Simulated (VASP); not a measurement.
A run of VASP 6.6.1 is set up as follows.

Contents of INCAR:

```
PREC = Accurate
ENCUT = 520
EDIFF = 1E-6
ISMEAR = 0
SIGMA = 0.1
LREAL = False
LASPH = True
NELM = 60
ALGO = Normal
ISIF = 2
LWAVE = False
LCHARG = False
GGA = PE
NBANDS = 36
```

KPOINTS

```
Automatic mesh
0
Gamma
  4 4 4
```

The input POSCAR:

```
Zr3SeS2
1.0
    3.1173772580     -5.6676832289      0.0000000000
    3.1173772580      5.6676832289      0.0000000000
    0.0000000000      0.0000000000      3.8507426621
Zr Se S
3 1 2
Direct
    0.0000000000      0.5000000000      0.0000000000
    0.5000000000      0.0000000000      0.0000000000
    0.5000000000      0.5000000000      0.5000000000
    0.0000000000      0.0000000000      0.5000000000
    0.2815304700      0.7184695300      0.5000000000
    0.7184695300      0.2815304700      0.5000000000
```

Potentials or basis: VASP PAW PBE potentials, release 64 (Zr_sv, Se, S).

The run is started by

```bash
$ cat potpaw_PBE.64/Zr_sv/POTCAR potpaw_PBE.64/Se/POTCAR potpaw_PBE.64/S/POTCAR > POTCAR
$ mpirun -np 1 vasp_std > vasp.out
```

Q: What does it give for the band gap on the k mesh?

A: Zero (band 27 reaches 7.82 eV, above the bottom of band 28 at 6.88 eV).

Q: Estimate the largest force.

A: 0.006 eV/Å.

Q: Predict the pressure.

A: 0.0 GPa.

Forces in eV/Å, atoms in the order of the input:
```
Zr   0.000  0.000  0.000
Zr   0.000  0.000  0.000
Zr   0.000  0.000  0.000
Se   0.000  0.000  0.000
S    0.000  0.006  0.000
S    0.000 -0.006  0.000
```

Caveat: the k points lie up to 0.41 Å⁻¹ apart.
